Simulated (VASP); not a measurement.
Write the native input for VASP 6.6.1 that does the following.

- Task: single point
- Functional: LDA
- Potentials or basis: VASP PAW LDA potentials, release 64 (C)
- Cutoff: 520 eV
- k mesh: 12 × 12 × 2
- Occupations: gaussian, width 0.05 eV
- Spin: no spin polarisation
- Dipole correction: no
- Further INCAR settings: ALGO = Normal; EDIFF = 1e-07; NBANDS = 36

The structure of C lies in POSCAR:

```
C
1.0
    2.5503000000      0.0000000000      0.0000000000
   -1.2751500000      2.2086245873      0.0000000000
    0.0000000000      0.0000000000     12.0869000000
C
12
Direct
    0.0000000000      0.0000000000      0.1868599868
    0.0000000000      0.0000000000      0.6868599868
    0.0000000000      0.0000000000      0.3131400132
    0.0000000000      0.0000000000      0.8131400132
    0.3333333333      0.6666666667      0.5207718743
    0.6666666667      0.3333333333      0.0207718743
    0.3333333333      0.6666666667      0.9792281257
    0.6666666667      0.3333333333      0.4792281257
    0.3333333333      0.6666666667      0.6450609412
    0.6666666667      0.3333333333      0.1450609412
    0.3333333333      0.6666666667      0.8549390588
    0.6666666667      0.3333333333      0.3549390588
```

One way to write it, as run:

INCAR

```
SYSTEM = C
PREC = Accurate ; ENCUT = 520
EDIFF = 1E-7 ; ISMEAR = 0
SIGMA = 0.05 ; LREAL = .FALSE.
LASPH = .TRUE. ; NELM = 80
ALGO = Normal ; ISIF = 2
LWAVE = .FALSE. ; LCHARG = .TRUE.
LELF = .TRUE. ; LVHAR = .TRUE.
NBANDS = 36
```

KPOINTS

```
regular mesh
0
G
  12 12 2
  0 0 0
```

Potentials or basis: VASP PAW LDA potentials, release 64 (C).

Launch:

```console
$ cat potpaw_LDA.64/C/POTCAR > POTCAR
$ mpirun -np 1 vasp_std > vasp.out
```

Results of the run:

| Quantity | Value |
| --- | --- |
| Pressure | -10.5 GPa |
| Largest force | 0.239 eV/Å |
| Band gap on the k mesh | 4.03 eV, indirect (least direct gap 4.88 eV) |

Wall time 44 s on 1 thread of Intel(R) Xeon(R) 6975P-C (Granite Rapids), on a shared host, peak memory 0.18 GiB.
